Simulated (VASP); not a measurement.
# MgO2 (R-3m) in VASP: single point with r2SCAN

Aim: the single point of MgO2 with r2SCAN.

Everything below comes from runs of VASP 6.6.1. Logs are shortened: lines on timing, memory, paths and dates and some standing lists are left out, and cuts for length are marked.

## Step 1: The cell of the first run

It takes space group R-3m (No. 166, trigonal). The conventional cell has a = 3.157 Å, b = 3.157 Å, c = 10.386 Å, α = 90.00°, β = 90.00°, γ = 120.00°. Mg (site symmetry -3m) has 6 O at 2.08 Å within 2.7 Å. O (site symmetry 3m) has 1 O at 1.47 Å within 2.0 Å.

## Step 2: Single point, r2SCAN

Input file POSCAR:

```
MgO2
1.0
    1.5784791299      0.9113353506      3.4618981109
   -1.5784791299      0.9113353506      3.4618981109
    0.0000000000     -1.8226707011      3.4618981109
Mg O
1 2
Direct
    0.0000000000      0.0000000000      0.0000000000
    0.4291159763      0.4291159763      0.4291159763
    0.5708840237      0.5708840237      0.5708840237
```

Input file INCAR.step1:

```
  ALGO = Normal
  EDIFF = 1E-4
  ENCUT = 520
  GGA = PE
  ISMEAR = 0
  LASPH = T
  LCHARG = F
  LREAL = F
  LWAVE = T
  NBANDS = 14
  NELM = 80
  PREC = Accurate
  SIGMA = 0.01
```

Input file INCAR.step2:

```
  ALGO = Normal
  EDIFF = 1E-6
  ENCUT = 520
  ISIF = 2
  ISMEAR = 0
  ISTART = 1
  LASPH = T
  LCHARG = T
  LELF = T
  LMIXTAU = T
  LREAL = F
  LVHAR = T
  LWAVE = F
  METAGGA = R2SCAN
  NBANDS = 14
  NELM = 80
  PREC = Accurate
  SIGMA = 0.01
```

Input file KPOINTS:

```
k-points
0
Gamma
  6 6 6
```

Potentials or basis: VASP PAW PBE potentials, release 64 (Mg, O).

On the command line:

```
$ cat potpaw_PBE.64/Mg/POTCAR potpaw_PBE.64/O/POTCAR > POTCAR
$ cp INCAR.step1 INCAR
$ mpirun -np 1 vasp_std > vasp.out
$ cp INCAR.step2 INCAR
$ mpirun -np 1 vasp_std > vasp.out
```

OUTCAR:

```text
EDIFF = 1E-6
   ENCUT = 520
   ISIF = 2
   ISMEAR = 0
   ISTART = 1
   LASPH = T
   LREAL = F
   METAGGA = R2SCAN
   NELM = 80
   PREC = Accurate

 ion  position               nearest neighbor table
   1  0.000  0.000  0.000-   3 2.08   3 2.08   2 2.08   2 2.08   3 2.08   2 2.08
   2  0.429  0.429  0.429-   3 1.47   1 2.08   1 2.08   1 2.08
   3  0.571  0.571  0.571-   2 1.47   1 2.08   1 2.08   1 2.08

  LATTYP: Found a trigonal (rhomboedric) cell.
 ALAT       =     3.9123991380
 COS(alpha) =     0.6744472450

  Lattice vectors:

 A1 = (   1.5784791299,   0.9113353506,   3.4618981109)
 A2 = (  -1.5784791299,   0.9113353506,   3.4618981109)
 A3 = (   0.0000000000,  -1.8226707011,   3.4618981109)

Analysis of symmetry for initial positions (statically):
=====================================================================
 Subroutine PRICEL returns:
 Original cell was already a primitive cell.

 Routine SETGRP: Setting up the symmetry group for a
 trigonal (rhombohedral) supercell.

 Subroutine GETGRP returns: Found 12 space group operations
 (whereof 12 operations were pure point group operations)
 out of a pool of 12 trial point group operations.

The static configuration has the point symmetry D_3d.

Analysis of symmetry for dynamics (positions and initial velocities):
=====================================================================
 Subroutine PRICEL returns:
 Original cell was already a primitive cell.

 Routine SETGRP: Setting up the symmetry group for a
 trigonal (rhombohedral) supercell.

 Subroutine GETGRP returns: Found 12 space group operations
 (whereof 12 operations were pure point group operations)
 out of a pool of 12 trial point group operations.

The dynamic configuration has the point symmetry D_3d.

 Subroutine INISYM returns: Found 12 space group operations
 (whereof 12 operations are pure point group operations),
 and found     1 'primitive' translations

----------------------------------------------------------------------------------------

                                     Primitive cell

  volume of cell :      29.8801

  direct lattice vectors                    reciprocal lattice vectors
     1.578479130  0.911335351  3.461898111     0.316760602  0.182881819  0.096286292
    -1.578479130  0.911335351  3.461898111    -0.316760602  0.182881819  0.096286292
     0.000000000 -1.822670701  3.461898111     0.000000000 -0.365763638  0.096286292

  length of vectors
     3.912399138  3.912399138  3.912399138     0.378224919  0.378224919  0.378224919

  position of ions in fractional coordinates (direct lattice)
     0.000000000  0.000000000  0.000000000
     0.429115976  0.429115976  0.429115976
     0.570884024  0.570884024  0.570884024

  ion indices of the primitive-cell ions
   primitive index   ion index
                 1           1
                 2           2
                 3           3

----------------------------------------------------------------------------------------

 KPOINTS: k-points

Automatic generation of k-mesh.
 Grid dimensions read from file:
 generate k-points for:    6    6    6

 Generating k-lattice:

  Cartesian coordinates                     Fractional coordinates (reciprocal lattice)
     0.052793434  0.030480303  0.016047715     0.166666667 -0.000000000 -0.000000000
    -0.052793434  0.030480303  0.016047715    -0.000000000  0.166666667 -0.000000000
     0.000000000 -0.060960606  0.016047715    -0.000000000 -0.000000000  0.166666667

  Length of vectors
     0.063037486  0.063037486  0.063037486

  Shift w.r.t. Gamma in fractional coordinates (k-lattice)
     0.000000000  0.000000000  0.000000000

 Subroutine IBZKPT returns following result:
 ===========================================

 Found     32 irreducible k-points:

 Following reciprocal coordinates:
            Coordinates               Weight
  0.000000  0.000000  0.000000      1.000000
  0.166667 -0.000000  0.000000      6.000000
  0.333333  0.000000  0.000000      6.000000
  0.500000 -0.000000  0.000000      3.000000
  0.166667  0.166667  0.000000      6.000000
  0.333333  0.166667  0.000000     12.000000
[... 16 lines left out ...]
  0.500000  0.500000  0.166667      6.000000
 -0.333333  0.500000  0.166667     12.000000
 [... further k-points ...]
   k-points           NKPTS =     32   k-points in BZ     NKDIM =     32   number of bands    NBANDS=     14
   number of dos      NEDOS =    301   number of ions     NIONS =      3
   total plane-waves  NPLWV =  27000
   dimension x,y,z NGX =    30 NGY =   30 NGZ =   30
   dimension x,y,z NGXF=    60 NGYF=   60 NGZF=   60
   ions per type =               1   2
   NGX,Y,Z   is equivalent  to a cutoff of  12.75, 12.75, 12.75 a.u.
   NGXF,Y,Z  is equivalent  to a cutoff of  25.50, 25.50, 25.50 a.u.
 SYSTEM =  unknown system
   PREC   = accura    normal or accurate (medium, high low for compatibility)
   ISTART =      1    job   : 0-new  1-cont  2-samecut
   ICHARG =      0    charge: 1-file 2-atom 10-const
   ISPIN  =      1    spin polarized calculation?
   LNONCOLLINEAR =      F non collinear calculations
   LSORBIT =      F    spin-orbit coupling
   LASPH  =      T    aspherical Exc in radial PAW
   ENCUT  =  520.0 eV  38.22 Ry    6.18 a.u.   7.27  7.27  7.27*2*pi/ulx,y,z
   NELM   =     80;   NELMIN=  2; NELMDL=  0     # of ELM steps
   EDIFF  = 0.1E-05   stopping-criterion for ELM
   LREAL  =      F    real-space projection
   EDIFFG = 0.1E-04   stopping-criterion for IOM
   NSW    =      0    number of steps for IOM
   IBRION =     -1    ionic relax: 0-MD 1-quasi-New 2-CG
   NFREE  =      0    steps in history (QN), initial steepest desc. (CG)
   ISIF   =      2    stress and relaxation
   ISYM   =      2    0-nonsym 1-usesym 2-fastsym
   POTIM  = 0.5000    time-step for ionic-motion
   TEBEG  =    0.0;   TEEND  =   0.0 temperature during run
   PSTRESS=    0.0 pullay stress
   NELECT =      14.0000    total number of electrons
   NUPDOWN=      -1.0000    fix difference up-down
   EMIN   =  10.00;   EMAX   =-10.00  energy-range for DOS
   EFERMI =   0.00;   METHOD = LEGACY
   ISMEAR =     0;   SIGMA  =   0.01  broadening in eV -4-tet -1-fermi 0-gaus
   EFERMI_NEDOS =   21; number of points for ismear=-14 and -15
   IALGO  =     38    algorithm
   IMIX   =      4    mixing-type and parameters
     AMIX     =   0.40;   BMIX     =  1.00
     AMIX_MAG =   1.60;   BMIX_MAG =  1.00
  volume/ion in A,a.u.               =       9.96        67.21
  Fermi-wavevector in a.u.,A,eV,Ry     =   1.271520  2.402825 21.997409  1.616764
  Thomas-Fermi vector in A             =   2.404449
   LORBIT       =      0    0 simple, 1 ext, 2 COOP (PROOUT), +10 PAW based schemes
   METAGGA = R2SCAN    functional components
   LHFCALC =     F    Hartree Fock is set to
   AEXX    =    0.0000 exact exchange contribution
   IVDW    =     0    specifies the selected vdW correction
   LEPSILON=     F    determine dielectric tensor
   LRPA    =     F    only Hartree local field effects (RPA)
 non-spin polarized calculation
 Gauss-broadening in eV      SIGMA  =   0.01
  energy-cutoff  :      520.00
  volume of cell :       29.88
 maximum number of plane-waves:       818
 NGX is ok and might be reduce to    30
   NGX = 15   NGY = 15   NGZ = 15

 number of electron      14.0000002 magnetization

 Free energy of the ion-electron system (eV)
  ---------------------------------------------------
  ext. energy  EPLUGINS =         0.00000000
  ---------------------------------------------------
  free energy    TOTEN  =       -21.57332710 eV

  energy without entropy =      -21.57332710  energy(sigma->0) =      -21.57332710

 E-fermi :   2.6389     XC(G=0): -10.9661

 val. band max:        2.5976643600   @ k =   0.5000   0.5000   0.5000
 cond. band min:       5.7248135197   @ k =   0.5000   0.5000   0.5000
 fundamental gap:      3.1271491598
 Fermi energy:         2.6388989223

 k-point     1 :       0.0000    0.0000    0.0000
  band No.  band energies     occupation
      1     -20.0633      2.00000
      2     -12.8686      2.00000
      3      -5.2686      2.00000
      4      -0.9836      2.00000
      5      -0.9836      2.00000
      6       1.7335      2.00000
      7       1.7335      2.00000
      8       8.0999      0.00000
      9       8.4162      0.00000
     10      16.0418      0.00000
     11      18.0183      0.00000
     12      18.6351      0.00000
     13      18.6351      0.00000
     14      20.8433      0.00000

 k-point     2 :       0.1667   -0.0000    0.0000
  band No.  band energies     occupation
      1     -19.9370      2.00000
      2     -12.9443      2.00000
      3      -5.0712      2.00000
      4      -1.7048      2.00000
      5      -1.0806      2.00000
      6       1.5590      2.00000
      7       1.6169      2.00000
      8       8.2306      0.00000
      9       9.2703      0.00000
     10      16.1162      0.00000
     11      16.6670      0.00000
     12      18.3856      0.00000
     13      19.4550      0.00000
     14      19.7411      0.00000

 k-point     3 :       0.3333    0.0000    0.0000
  band No.  band energies     occupation
      1     -19.6703      2.00000
      2     -13.0978      2.00000
      3      -4.6340      2.00000
      4      -3.0025      2.00000
      5      -1.2659      2.00000
      6       1.3862      2.00000
      7       1.3909      2.00000
      8       7.9326      0.00000
      9      11.2413      0.00000
     10      14.7352      0.00000
     11      16.4667      0.00000
     12      18.1662      0.00000
     13      19.0149      0.00000
     14      21.3482      0.00000
[... 324 lines left out ...]
 k-point    23 :       0.5000    0.5000    0.1667
  band No.  band energies     occupation
      1     -19.4469      2.00000
      2     -13.8600      2.00000
      3      -3.3774      2.00000
      4      -2.6274      2.00000
      5      -1.9159      2.00000
      6       0.7877      2.00000
      7       2.4703      2.00000
      8       6.7626      0.00000
      9      11.0833      0.00000
     10      14.4954      0.00000
     11      15.3786      0.00000
     12      17.8308      0.00000
     13      19.7664      0.00000
     14      23.7206      0.00000

 k-point    24 :      -0.3333    0.5000    0.1667
  band No.  band energies     occupation
      1     -19.3990      2.00000
      2     -13.6361      2.00000
      3      -3.7703      2.00000
      4      -2.6008      2.00000
      5      -2.2957      2.00000
      6       0.4901      2.00000
      7       2.1079      2.00000
      8       7.0884      0.00000
      9      12.3765      0.00000
     10      14.2253      0.00000
     11      16.2914      0.00000
     12      17.3283      0.00000
     13      19.6569      0.00000
     14      21.8662      0.00000

 [... further k-points ...]
[... 5 lines left out ...]
  --------------------------------------------------------------------------------------
  -------------------------------------------------------------------------------------
  Total       -0.2066569     -0.2066569      0.2495142      0.0000000      0.0000000      0.0000000
  in kB      -11.0809733    -11.0809733     13.3789878      0.0000000      0.0000000      0.0000000
  external PRESSURE =      -2.9276530 kB  Pullay stress =       0.0000000 kB

 VOLUME and BASIS-vectors are now :
 -----------------------------------------------------------------------------
  energy-cutoff  :      520.00
  volume of cell :       29.88
      direct lattice vectors                 reciprocal lattice vectors
     1.578479130  0.911335351  3.461898111     0.316760602  0.182881819  0.096286292
    -1.578479130  0.911335351  3.461898111    -0.316760602  0.182881819  0.096286292
     0.000000000 -1.822670701  3.461898111     0.000000000 -0.365763638  0.096286292

 POSITION                                       TOTAL-FORCE (eV/Angst)
 -----------------------------------------------------------------------------------
      0.00000      0.00000      0.00000         0.000000      0.000000      0.000000
      0.00000      0.00000      4.45667         0.000000     -0.000000     -0.290906
      0.00000      0.00000      5.92903         0.000000      0.000000      0.290906
 -----------------------------------------------------------------------------------
    total drift:                               -0.000000     -0.000000      0.000000

  FREE ENERGIE OF THE ION-ELECTRON SYSTEM (eV)
  ---------------------------------------------------
  free  energy   TOTEN  =       -21.5733270998 eV

  energy  without entropy=      -21.5733270998  energy(sigma->0) =      -21.57332710
```

It took 2 min on 1 thread of Intel Xeon 8259CL, shared host; peak memory 0.17 GiB.

Results:

```yaml
Free_energy: -21.5733 eV
Pressure: -0.3 GPa
Largest_force: 0.291 eV/Å
Band_gap_on_the_k_mesh: 3.13 eV, direct
```

Forces on the atoms (eV/Å):
```
Mg   0.000  0.000  0.000
O    0.000  0.000 -0.291
O    0.000  0.000  0.291
```

Levels at points of the mesh, in eV from the valence-band top:
```tsv
k point	band 3	band 4	band 5	band 6	band 7	band 8	band 9	band 10	band 11	band 12
(0.00, 0.00, 0.00)	-7.87	-3.58	-3.58	-0.86	-0.86	5.50	5.82	13.44	15.42	16.04
(0.50, 0.00, 0.00)	-6.82	-6.39	-3.95	-1.32	-1.21	5.08	9.61	11.60	13.90	15.58
(0.50, 0.50, 0.00)	-6.15	-5.73	-4.63	-2.22	-0.17	4.39	8.75	12.24	13.91	14.24
(0.50, 0.50, 0.50)	-4.99	-4.13	-4.13	0.00	0.00	3.13	5.78	10.83	15.55	15.55
```

Caveat: the PAW data sets were made with another functional, which shifts forces and pressure a little. A k mesh can miss the band edges.
